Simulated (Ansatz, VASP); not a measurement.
## One calculation of BaTiO3, two programs

File INCAR:

```
SYSTEM = BaTiO3
  PREC = Accurate
  ENCUT = 600
  EDIFF = 1E-7
  ISMEAR = -1
  SIGMA = 0.05
  LREAL = .False.
  LASPH = .True.
  NELM = 80
  ALGO = Normal
  ISIF = 3
  LWAVE = .False.
  LCHARG = .False.
  GGA = PS
  IBRION = 2
  NSW = 60
  EDIFFG = -0.01
```

File KPOINTS:

```
regular mesh
0
Gamma
  7 7 7
  0 0 0
```

File POSCAR:

```
BaTiO3
1.0
    2.8273666084      1.6323808724      2.3183934932
   -2.8273666084      1.6323808724      2.3183934932
    0.0000000000     -3.2647617449      2.3183934932
Ba Ti O
1 1 3
Direct
    0.0000000000      0.0000000000      0.0000000000
    0.4845000000      0.4845000000      0.4845000000
    0.5086000000      0.0175000000      0.5086000000
    0.0175000000      0.5086000000      0.5086000000
    0.5086000000      0.5086000000      0.0175000000
```

Contents of input.yaml:

```yaml
crystal:
  lattice:
    - [2.8273666084, 1.6323808724, 2.3183934932]
    - [-2.8273666084, 1.6323808724, 2.3183934932]
    - [0.0, -3.2647617449, 2.3183934932]
  atoms:
    - { symbol: Ba, position: [0.0, 0.0, 0.0] }
    - { symbol: Ti, position: [0.4845, 0.4845, 0.4845] }
    - { symbol: O, position: [0.5086, 0.0175, 0.5086] }
    - { symbol: O, position: [0.0175, 0.5086, 0.5086] }
    - { symbol: O, position: [0.5086, 0.5086, 0.0175] }
hamiltonian:
  xc: pbesol
  pseudopotentials: { kind: paw }
kpoints:
  mp_grid: { grid: [7, 7, 7] }
scf:
  occupations: { method: fermi_dirac, width: 0.05 }
output:
  forces: true
  stress: true
  eigenvalues: true
relax:
  f_tol: 0.01
  max_steps: 40
  cell: { stress_tol: 0.05 }
```

Alike in both runs: task relaxation of cell and atoms; functional PBEsol; k mesh 7 × 7 × 7; occupations fermi-dirac, width 0.05 eV; no spin polarisation.

|  | VASP | Ansatz |
| --- | --- | --- |
| version | VASP 6.6.1 | Ansatz 0.2.0 |
| potentials or method | VASP PAW PBE potentials, release 64 (Ba_sv, Ti_sv, O) | Ansatz PAW |
| plane-wave cutoff (eV) | 600 | 420 |
| valence electrons in the cell | 40 | 40 |

VASP gave:

| Property | Result |
| --- | --- |
| gap on the k mesh at the Fermi level, each at its own relaxed structure (eV) | 2.33 |
| relaxed volume (Å³/atom) | 12.84 |
| relaxed length of the cell vector where the two differ most in proportion (Å) | 4.004 |

**Question.** Which values does Ansatz return?

**Answer.** gap on the k mesh at the Fermi level, each at its own relaxed structure (eV): 2.38; relaxed volume (Å³/atom): 12.69; relaxed length of the cell vector where the two differ most in proportion (Å): 3.989.

VASP's potentials were made for PBE, not for PBEsol.

Neither program's run includes spin-orbit coupling. Noted on Ansatz's run: odd divisions of the mesh miss points on the zone boundary, where band edges often lie, so the gap on the mesh can be too wide; the plane-wave basis is chosen anew once the cell has moved, so the energies of steps on either side of that aren't comparable.
